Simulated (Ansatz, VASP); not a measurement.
**Ga: VASP beside Ansatz**

```xyz
2
Lattice="1.3890 -4.0432 -0.0392 1.5110 4.0868 0.0827 0.0476 0.0476 3.1700" Properties=species:S:1:pos:R:3 pbc="T T T"
Ga    1.4171   -2.9501    0.7695
Ga    1.5304    3.0411    2.4440
```

Change from the starting cell: equal xy, yz and zx shear strains of +3 %, crystal datasets.

Alike in both runs: task electric field gradients; functional LDA; k mesh 12 × 12 × 10; occupations fermi-dirac, width 0.08 eV; no spin polarisation.

|  | VASP | Ansatz |
| --- | --- | --- |
| version | VASP 6.6.1 | Ansatz 0.2.0 |
| potentials or method | VASP PAW LDA potentials, release 64 (Ga_d), cutoff 520 eV | all-electron PAW with datasets made for the crystal, scalar-relativistic |

|  | VASP | Ansatz | Ansatz less VASP |
| --- | --- | --- | --- |
| pressure (GPa) | -3.7 | -3.7 | -0.05 |
| traceless stress, the component that is largest in VASP (GPa) | -1.98 | -1.97 | +0.010 |
| rms of the force components (eV/Å) | 0.105 | 0.103 | -0.0017 |
| size of Vzz on the site where it differs most (V/Å²) | 28.0 | 28.7 | +0.66 |

LDA's correlation is that of Perdew and Zunger in VASP and of Perdew and Wang (1992) in Ansatz. Atom by atom the forces differ by 0.002 eV/Å (rms over components). Ansatz ran all-electron here, and VASP with PAW potentials.
